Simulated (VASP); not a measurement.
Input of a VASP 6.6.1 run:

The input INCAR:

```
SYSTEM = C
PREC     = Accurate       ! precision mode
ENCUT    = 600            ! plane-wave cutoff, eV
EDIFF    = 1E-6           ! SCF threshold, eV
ISMEAR   = -1             ! smearing method
SIGMA    = 0.1            ! smearing width, eV
LREAL    = .False.        ! projectors in reciprocal space
LASPH    = .True.         ! aspherical terms in the spheres
NELM     = 80             ! most SCF steps
ALGO     = Normal         ! electronic algorithm
ISIF     = 3              ! what is computed and relaxed
LWAVE    = .False.        ! write WAVECAR
LCHARG   = .False.        ! write CHGCAR
GGA      = PE             ! functional
IBRION   = 2              ! ionic algorithm
NSW      = 32             ! ionic steps
EDIFFG   = -0.005         ! ionic threshold
PSTRESS  = 210.0
```

File KPOINTS:

```
Automatic mesh
0
Gamma
  23 23 23
  0 0 0
```

Contents of POSCAR:

```
C
1.0
    0.0000000000      1.4835041688      1.4835041688
    1.4835041688      0.0000000000      1.4835041688
    1.4835041688      1.4835041688      0.0000000000
C
1
Direct
    0.0000000000      0.0000000000      0.0000000000
```

Potentials or basis: VASP PAW PBE potentials, release 64 (C).

The run is started by

```sh
$ cat potpaw_PBE.64/C/POTCAR > POTCAR
$ mpirun -np 1 vasp_std > vasp.out
```

Task: Estimate the band gap on the k mesh.

Result: Zero (band 2 reaches 18.08 eV, above the bottom of band 3 at 5.73 eV).

Final structure:
```
C
1.0
     0.00000    1.48350    1.48350
     1.48350    0.00000    1.48350
     1.48350    1.48350    0.00000
C
1
Direct
  0.00000 0.00000 0.00000
```

Caveat: the relaxation stopped at its first step, so nothing moved; the cell is relaxed towards a set pressure, so the enthalpy falls and the energy may rise.
